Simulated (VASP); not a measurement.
Input of a VASP 6.6.1 run:

Contents of INCAR:

```
SYSTEM = Ba2C
PREC = Accurate ; ENCUT = 910
EDIFF = 1E-6 ; ISMEAR = -1
SIGMA = 0.05 ; LREAL = .False.
LASPH = .True. ; NELM = 120
ALGO = Normal ; ISIF = 2
LWAVE = .False. ; LCHARG = .False.
GGA = PE ; NBANDS = 19
GGA_COMPAT = .False.
```

File KPOINTS:

```
regular mesh
0
Gamma
  10 10 10
  0 0 0
```

Contents of POSCAR:

```
Ba2C
1.0
    0.0000000000      3.5195247499      3.5195247499
    3.5195247499      0.0000000000      3.5195247499
    3.5195247499      3.5195247499      0.0000000000
C Ba
1 2
Direct
    0.0000000000      0.0000000000      0.0000000000
    0.2500000000      0.2500000000      0.2500000000
    0.7500000000      0.7500000000      0.7500000000
```

Potentials or basis: VASP PAW PBE potentials, release 64 (C_h, Ba_sv).

Run with:

```bash
$ cat potpaw_PBE.64/C_h/POTCAR potpaw_PBE.64/Ba_sv/POTCAR > POTCAR
$ mpirun -np 1 vasp_std > vasp.out
```

(1) Predict the pressure.

(2) Predict the band gap on the k mesh.

Answers

(1) 1.2 GPa.

(2) zero (bands 12 and 13 overlap by 0.01 eV).

Caveat: the cutoff is under 1.25 times the usual one of these potentials, so pressure, stress and relaxed cells hold a basis-set (Pulay) error; spin-orbit coupling is left out, which moves the levels of the heavy elements.
